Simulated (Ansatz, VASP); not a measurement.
## Os: VASP beside Ansatz

Contents of INCAR:

```
SYSTEM = Os
PREC = Accurate ; ENCUT = 520
EDIFF = 1E-6 ; ISMEAR = -1
SIGMA = 0.05 ; LREAL = .FALSE.
LASPH = .TRUE. ; NELM = 60
ALGO = Normal ; ISIF = 2
LWAVE = .FALSE. ; LCHARG = .TRUE.
GGA = PS ; LELF = .TRUE.
LVHAR = .TRUE. ; NBANDS = 15
```

KPOINTS

```
Automatic mesh
0
G
  15 15 9
  0 0 0
```

File POSCAR:

```
Os
1.0
    2.7111232592      0.0000000000      0.0000000000
   -1.3555616296      2.3479016152      0.0000000000
    0.0000000000      0.0000000000      4.2833982837
Os
2
Direct
    0.3333333333      0.6666666667      0.2500000000
    0.6666666667      0.3333333333      0.7500000000
```

Input for Ansatz:

```yaml
crystal:
  lattice:
    - [2.7111232592, 0.0, 0.0]
    - [-1.3555616296, 2.3479016152, 0.0]
    - [0.0, 0.0, 4.2833982837]
  atoms:
    - { symbol: Os, position: [0.3333333333, 0.6666666667, 0.25] }
    - { symbol: Os, position: [0.6666666667, 0.3333333333, 0.75] }
kpoints:
  mp_grid: { grid: [15, 15, 9] }
scf:
  occupations: { method: fermi_dirac, width: 0.05 }
hamiltonian:
  xc: pbesol
  pseudopotentials: { kind: all_electron, lapw: { basis_error: 0.0005 } }
output:
  forces: true
  stress: true
  eigenvalues: true
```

Change from the starting cell: volume scaled by 0.975.

Alike in both runs: task single point; functional PBEsol; k mesh 15 × 15 × 9; occupations fermi-dirac, width 0.05 eV; no spin polarisation.

|  | VASP | Ansatz |
| --- | --- | --- |
| version | VASP 6.6.1 | Ansatz 0.2.0 |
| potentials or method | VASP PAW PBE potentials, release 64 (Os), cutoff 520 eV | all-electron LAPW, scalar-relativistic |

```tsv
	VASP	Ansatz	Ansatz less VASP
pressure (GPa)	9.2	8.4	-0.78
traceless stress, the component that is largest in VASP (GPa)	0.79	0.82	+0.031
```

VASP's potentials were made for PBE, not for PBEsol. Ansatz ran all-electron here, and VASP with PAW potentials.

Spin-orbit coupling is off throughout.
